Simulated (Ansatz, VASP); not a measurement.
**One calculation of F, two programs**

Contents of INCAR:

```
PREC     = Accurate       # precision mode
ENCUT    = 520            # plane-wave cutoff, eV
EDIFF    = 1E-6           # SCF threshold, eV
ISMEAR   = 0              # smearing method
SIGMA    = 0.05           # smearing width, eV
LREAL    = F              # projectors in reciprocal space
LASPH    = T              # aspherical terms in the spheres
NELM     = 60             # most SCF steps
ALGO     = Normal         # electronic algorithm
ISIF     = 2              # what is computed and relaxed
LWAVE    = F              # write WAVECAR
LCHARG   = T              # write CHGCAR
GGA      = PS             # functional
LELF     = T              # ELF
LVHAR    = T            
NBANDS   = 22             # bands
```

KPOINTS

```
Automatic mesh
0
Gamma
  4 4 2
```

POSCAR

```
F
1.0
    3.1004838602     -1.7819543364     -0.2391360627
    3.1004838602      1.7819543364     -0.2391360627
   -2.3313270155      0.0000000000      7.1362390124
F
4
Direct
    0.0848459664      0.0848459664      0.0740235354
    0.9151540336      0.9151540336      0.9259764646
    0.5015719855      0.5015719855      0.5937195244
    0.4984280145      0.4984280145      0.4062804756
```

Input for Ansatz:

```yaml
crystal:
  lattice:
    - [3.1004838602, -1.7819543364, -0.2391360627]
    - [3.1004838602, 1.7819543364, -0.2391360627]
    - [-2.3313270155, 0.0, 7.1362390124]
  atoms:
    - { symbol: F, position: [0.0848459664, 0.0848459664, 0.0740235354] }
    - { symbol: F, position: [0.9151540336, 0.9151540336, 0.9259764646] }
    - { symbol: F, position: [0.5015719855, 0.5015719855, 0.5937195244] }
    - { symbol: F, position: [0.4984280145, 0.4984280145, 0.4062804756] }
basis:
  ecutwfc: 520.0
kpoints:
  mp_grid: { grid: [4, 4, 2] }
hamiltonian:
  xc: pbesol
scf:
  occupations: { method: gaussian, width: 0.05 }
output:
  forces: true
  stress: true
  eigenvalues: true
```

Alike in both runs: task single point; functional PBEsol; k mesh 4 × 4 × 2; occupations gaussian, width 0.05 eV; no spin polarisation.

|  | VASP | Ansatz |
| --- | --- | --- |
| version | VASP 6.6.1 | Ansatz 0.2.0 |
| potentials or method | VASP PAW PBE potentials, release 64 (F), cutoff 520 eV | scalar-relativistic, plane waves, PAW |
| valence electrons in the cell | 28 | 28 |

Ansatz gave:

```
gap on the k mesh at the Fermi level (eV)                     : 2.57
least direct gap on the mesh (eV)                             : 2.63
pressure (GPa)                                                : 11.2
traceless stress, the component that is largest in VASP (GPa) : 15.95
rms of the force components (eV/Å)                            : 5.420
```

Question: Estimate VASP's values.

Answer: gap on the k mesh at the Fermi level (eV): 2.51; least direct gap on the mesh (eV): 2.57; pressure (GPa): 12.7; traceless stress, the component that is largest in VASP (GPa): 17.93; rms of the force components (eV/Å): 6.229.

VASP's potentials were made for PBE, not for PBEsol. Atom by atom the forces differ by 0.826 eV/Å (rms over components). The functional is the same, so the differences come from potentials, cutoffs and numerics.

The k mesh is coarse, so the values compare programs but aren't converged. Noted on VASP's run: the standard files for N, O and F lose accuracy on very short bonds.
